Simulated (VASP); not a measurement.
Here is a VASP 6.6.1 calculation.

Contents of INCAR:

```
ALGO = Normal ; DIPOL = 0.5 0.5 0.500
EDIFF = 1E-6 ; ENCUT = 520
GGA = PE ; IDIPOL = 3
ISIF = 2 ; ISMEAR = 0
LASPH = True ; LCHARG = True
LDIPOL = True ; LELF = True
LREAL = False ; LVACPOTAV = True
LVHAR = True ; LWAVE = False
NBANDS = 14 ; NELM = 100
PREC = Accurate ; SIGMA = 0.1
```

File KPOINTS:

```
k-points
0
Gamma
  10 7 1
```

POSCAR

```
Al
1.0
    2.8567582919      0.0000000000      0.0000000000
    0.0000000000      4.0400663209      0.0000000000
    0.0000000000      0.0000000000     18.2851374379
Al
4
Direct
    0.5000000000      0.5000000000      0.3828245767
    0.0000000000      0.0000000000      0.4609415256
    0.5000000000      0.5000000000      0.5414887787
    0.0000000000      0.0000000000      0.6148861988
```

Potentials or basis: VASP PAW PBE potentials, release 64 (Al).

Launch:

```sh
$ cat potpaw_PBE.64/Al/POTCAR > POTCAR
$ mpirun -np 1 vasp_std > vasp.out
```

What does it give for the largest force?

0.224 eV/Å.

What does it give for the band gap on the k mesh?

Zero (band 6 reaches 0.34 eV, above the bottom of band 7 at -0.73 eV).

Forces in eV/Å, atoms in the order of the input:
```
Al   0.000  0.000  0.208
Al   0.000  0.000 -0.224
Al   0.000  0.000 -0.003
Al   0.000  0.000  0.019
```
